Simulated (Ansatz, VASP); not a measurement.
## One calculation of W3N4, two programs

INCAR

```
PREC     = Accurate       # precision mode
ENCUT    = 520            # plane-wave cutoff, eV
EDIFF    = 1E-6           # SCF threshold, eV
ISMEAR   = 0              # smearing method
SIGMA    = 0.05           # smearing width, eV
LREAL    = F              # projectors in reciprocal space
LASPH    = T              # aspherical terms in the spheres
NELM     = 150            # most SCF steps
ALGO     = Normal         # electronic algorithm
ISIF     = 2              # what is computed and relaxed
LWAVE    = F              # write WAVECAR
LCHARG   = T              # write CHGCAR
ISPIN    = 2              # spin polarisation
MAGMOM   = 0.02 0.07 0.02 0 -0.01 -0.02 -0.02 # initial moments
LORBIT   = 11             # projections on sites
LMAXMIX  = 4              # l up to which the mixer works
LDAU     = T              # DFT+U
LDAUTYPE = 2            
LDAUL    = 2 -1           # shell
LDAUU    = 4 0            # U, eV
LDAUJ    = 0 0          
LDAUPRINT= 1            
LELF     = T              # ELF
LVHAR    = T            
NBANDS   = 44             # bands
```

Contents of KPOINTS:

```
regular mesh
0
Gamma
  5 5 5
```

File POSCAR:

```
W3N4
1.0
    4.1219995300      0.0000000000      0.0000000000
    0.0000000000      4.1219995300      0.0000000000
    0.0000000000      0.0000000000      4.1219995300
W N
3 4
Direct
    0.5000000000      0.5000000000      0.0000000000
    0.0000000000      0.5000000000      0.5000000000
    0.5000000000      0.0000000000      0.5000000000
    0.5000000000      0.5000000000      0.5000000000
    0.5000000000      0.0000000000      0.0000000000
    0.0000000000      0.5000000000      0.0000000000
    0.0000000000      0.0000000000      0.5000000000
```

Input for Ansatz:

```yaml
crystal:
  lattice:
    - [4.12199953, 0.0, 0.0]
    - [0.0, 4.12199953, 0.0]
    - [0.0, 0.0, 4.12199953]
  atoms:
    - { symbol: W, position: [0.5, 0.5, 0.0], spin: 0.3 }
    - { symbol: W, position: [0.0, 0.5, 0.5], spin: 0.3 }
    - { symbol: W, position: [0.5, 0.0, 0.5], spin: 0.3 }
    - { symbol: "N", position: [0.5, 0.5, 0.5] }
    - { symbol: "N", position: [0.5, 0.0, 0.0] }
    - { symbol: "N", position: [0.0, 0.5, 0.0] }
    - { symbol: "N", position: [0.0, 0.0, 0.5] }
basis:
  ecutwfc: 420
  ecutrho_ratio: 4
kpoints:
  mp_grid: { grid: [5, 5, 5] }
hamiltonian:
  xc: lda
  hubbard:
    sites:
      - { site: 0, l: d, u_eff: 4.0, starting_ns: [{ spin: up, occupation_matrix: s0up }, { spin: down, occupation_matrix: s0down }] }
      - { site: 1, l: d, u_eff: 4.0, starting_ns: [{ spin: up, occupation_matrix: s1up }, { spin: down, occupation_matrix: s1down }] }
      - { site: 2, l: d, u_eff: 4.0, starting_ns: [{ spin: up, occupation_matrix: s2up }, { spin: down, occupation_matrix: s2down }] }
    occupation_matrices:
      s0up:
        matrix:
          - [0.02, 0.0, 0.0, 0.0, 0.0]
          - [0.0, 0.02, 0.0, 0.0, 0.0]
          - [0.0, 0.0, 0.97, 0.0, 0.0]
          - [0.0, 0.0, 0.0, 0.02, 0.0]
          - [0.0, 0.0, 0.0, 0.0, 0.02]
      s0down:
        matrix:
          - [0.02, 0.0, 0.0, 0.0, 0.0]
          - [0.0, 0.97, 0.0, 0.0, 0.0]
          - [0.0, 0.0, 0.02, 0.0, 0.0]
          - [0.0, 0.0, 0.0, 0.02, 0.0]
          - [0.0, 0.0, 0.0, 0.0, 0.02]
      s1up:
        matrix:
          - [0.02, 0.0, 0.0, 0.0, 0.0]
          - [0.0, 0.02, 0.0, 0.0, 0.0]
          - [0.0, 0.0, 0.97, 0.0, 0.0]
          - [0.0, 0.0, 0.0, 0.02, 0.0]
          - [0.0, 0.0, 0.0, 0.0, 0.02]
      s1down:
        matrix:
          - [0.02, 0.0, 0.0, 0.0, 0.0]
          - [0.0, 0.02, 0.0, 0.0, 0.0]
          - [0.0, 0.0, 0.02, 0.0, 0.0]
          - [0.0, 0.0, 0.0, 0.97, 0.0]
          - [0.0, 0.0, 0.0, 0.0, 0.02]
      s2up:
        matrix:
          - [0.02, 0.0, 0.0, 0.0, 0.0]
          - [0.0, 0.02, 0.0, 0.0, 0.0]
          - [0.0, 0.0, 0.02, 0.0, 0.0]
          - [0.0, 0.0, 0.0, 0.97, 0.0]
          - [0.0, 0.0, 0.0, 0.0, 0.02]
      s2down:
        matrix:
          - [0.02, 0.0, 0.0, 0.0, 0.0]
          - [0.0, 0.02, 0.0, 0.0, 0.0]
          - [0.0, 0.0, 0.02, 0.0, 0.0]
          - [0.0, 0.0, 0.0, 0.97, 0.0]
          - [0.0, 0.0, 0.0, 0.0, 0.02]
    ns_hold: until_converged
scf:
  occupations: { method: gaussian, width: 0.05 }
  lower_state_search: "off"
  max_iter: 150
output:
  forces: true
  stress: true
  eigenvalues: true
  populations: true
  hubbard: { sites: [{ site: 0, l: d }, { site: 1, l: d }, { site: 2, l: d }] }
magnetization:
  spin_polarized: true
```

Alike in both runs: task single point; functional LDA; k mesh 5 × 5 × 5; occupations gaussian, width 0.05 eV; collinear spin; Hubbard terms W d U = 4.0 eV.

|  | VASP | Ansatz |
| --- | --- | --- |
| version | VASP 6.6.1 | Ansatz 0.2.0 |
| potentials or method | VASP PAW LDA potentials, release 64 (W_sv, N), cutoff 520 eV | scalar-relativistic, plane waves, PAW |
| valence electrons in the cell | 62 | 62 |

```tsv
	VASP	Ansatz	Ansatz less VASP
gap on the k mesh at the Fermi level (eV)	none	none	-
pressure (GPa)	21.0	11.2	-9.87
traceless stress, the component that is largest in VASP (GPa)	0.00	-0.37	-0.367
net moment per atom (μB)	0.00	0.02	+0.020
size of the moment on the site where the two differ most (μB)	0.00	0.07	+0.067
```

LDA's correlation is that of Perdew and Zunger in VASP and of Perdew and Wang (1992) in Ansatz. Site moments also hang on the region over which each program counts them. The programs project onto different local orbitals, so the same U acts differently, and such runs can settle in different states. A gap of «none» marks a metal or a gap that the smearing closes. Ansatz's warnings: filled band counts differ across k points, specified occupation not kept, symmetry narrowed by occupation matrices.

Spin-orbit coupling is off throughout.
